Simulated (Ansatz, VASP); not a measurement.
## SnO2: VASP beside Ansatz

The input INCAR:

```
SYSTEM = SnO2
  PREC = Accurate
  ENCUT = 520
  EDIFF = 1E-7
  ISMEAR = 0
  SIGMA = 0.05
  LREAL = .FALSE.
  LASPH = .TRUE.
  NELM = 80
  ALGO = Normal
  ISIF = 2
  LWAVE = .FALSE.
  LCHARG = .FALSE.
  NBANDS = 35
```

File KPOINTS:

```
regular mesh
0
G
  6 6 8
  0 0 0
```

The input POSCAR:

```
SnO2
1.0
    4.7880040000      0.0000000000      0.0000000000
    0.0000000000      4.8665820000      0.0000000000
    0.0000000000      0.0000000000      3.2408980000
Sn O
2 4
Direct
    0.5109751007      0.5059255306      0.4979831440
    0.0325513817     -0.0022668930      0.1125546030
    0.2973592237      0.3641201638      0.1669969262
    0.8062782608      0.1858108074      0.3578806062
    0.2498546251      0.8076088276      0.5162771402
    0.6029814080      0.6388015637     -0.1516924197
```

Input for Ansatz:

```yaml
crystal:
  lattice:
    - [4.788004, 0.0, 0.0]
    - [0.0, 4.866582, 0.0]
    - [0.0, 0.0, 3.240898]
  atoms:
    - { symbol: Sn, position: [0.5109751007, 0.5059255306, 0.497983144] }
    - { symbol: Sn, position: [0.0325513817, -0.002266893, 0.112554603] }
    - { symbol: O, position: [0.2973592237, 0.3641201638, 0.1669969262] }
    - { symbol: O, position: [0.8062782608, 0.1858108074, 0.3578806062] }
    - { symbol: O, position: [0.2498546251, 0.8076088276, 0.5162771402] }
    - { symbol: O, position: [0.602981408, 0.6388015637, -0.1516924197] }
basis:
  ecutwfc: 420
kpoints:
  mp_grid: { grid: [6, 6, 8] }
hamiltonian:
  xc: lda
scf:
  occupations: { method: gaussian, width: 0.05 }
output:
  forces: true
  stress: true
  eigenvalues: true
```

Change from the starting cell: all atoms moved at random (sigma 0.3 Å a component).

Alike in both runs: task single point; functional LDA; k mesh 6 × 6 × 8; occupations gaussian, width 0.05 eV; no spin polarisation.

```csv
,VASP,Ansatz
version,VASP 6.6.1,Ansatz 0.2.0
potentials or method,"VASP PAW LDA potentials, release 64 (Sn_d, O), cutoff 520 eV","scalar-relativistic, plane waves, PAW"
valence electrons in the cell,52,52
```

```tsv
	VASP	Ansatz	Ansatz less VASP
gap on the k mesh at the Fermi level (eV)	0.40	0.45	+0.045
least direct gap on the mesh (eV)	0.55	0.60	+0.051
rms of the force components (eV/Å)	15.162	18.455	+3.2930
```

LDA's correlation is that of Perdew and Zunger in VASP and of Perdew and Wang (1992) in Ansatz. Atom by atom the forces differ by 3.456 eV/Å (rms over components).
